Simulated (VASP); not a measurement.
**BaTe: single point with PBE**

Crystal: BaTe.

```
Ba Te
1.0
    -0.00540    0.01070    4.41775
     4.81939    0.00196   -0.00582
     0.00378    8.29635    0.02042
Ba Te
2 2
Direct
  0.50005 0.00036 0.33369
  0.50064 0.49979 0.83369
  0.99927 0.50024 0.49955
  0.00004 0.99961 0.99974
```

```
Program             : VASP 6.6.1
Task                : single point
Functional          : PBE
Potentials or basis : VASP PAW PBE potentials, release 64 (Ba_sv, Te)
Cutoff              : 520 eV
k mesh              : 4 × 4 × 2
Occupations         : gaussian, width 0.1 eV
Spin                : no spin polarisation
```

| Item | Value |
| --- | --- |
| Pressure | 0.3 GPa |
| Largest force | 0.009 eV/Å |
| Band gap on the k mesh | 1.47 eV |

Forces on the atoms (eV/Å):
```
Ba   0.000  0.004 -0.005
Ba   0.001  0.003 -0.007
Te  -0.001 -0.001  0.009
Te   0.000 -0.007  0.003
```

Stress tensor (GPa, compression positive):
```
 0.27 -0.01  0.03
-0.01  0.37 -0.07
 0.03 -0.07  0.38
```

Levels at points of the mesh, in eV from the valence-band top:
```csv
k point,band 14,band 15,band 16,band 17,band 18,band 19
"(0.00, 0.00, 0.00)",-0.55,-0.52,0.00,1.47,1.63,2.41
"(0.50, 0.00, 0.00)",-1.16,-0.49,-0.47,2.54,2.92,2.96
"(0.00, 0.50, 0.00)",-0.99,-0.54,-0.54,2.40,2.40,3.24
"(0.50, 0.50, 0.00)",-1.79,-0.74,-0.74,2.53,2.53,4.13
"(0.00, 0.00, 0.50)",-0.61,-0.30,-0.30,1.82,1.82,3.50
"(0.50, 0.00, 0.50)",-1.00,-0.87,-0.86,2.31,2.31,3.59
"(0.00, 0.50, 0.50)",-0.56,-0.50,-0.49,1.63,1.63,4.28
"(0.50, 0.50, 0.50)",-1.46,-1.13,-1.12,2.51,2.52,4.03
```

Run time: 36 s on 1 thread of Intel(R) Xeon(R) 6975P-C (Granite Rapids) (shared host), peak memory 0.3 GiB.

Caveat: spin-orbit coupling is left out, which moves the levels of the heavy elements. A k mesh can miss the band edges.
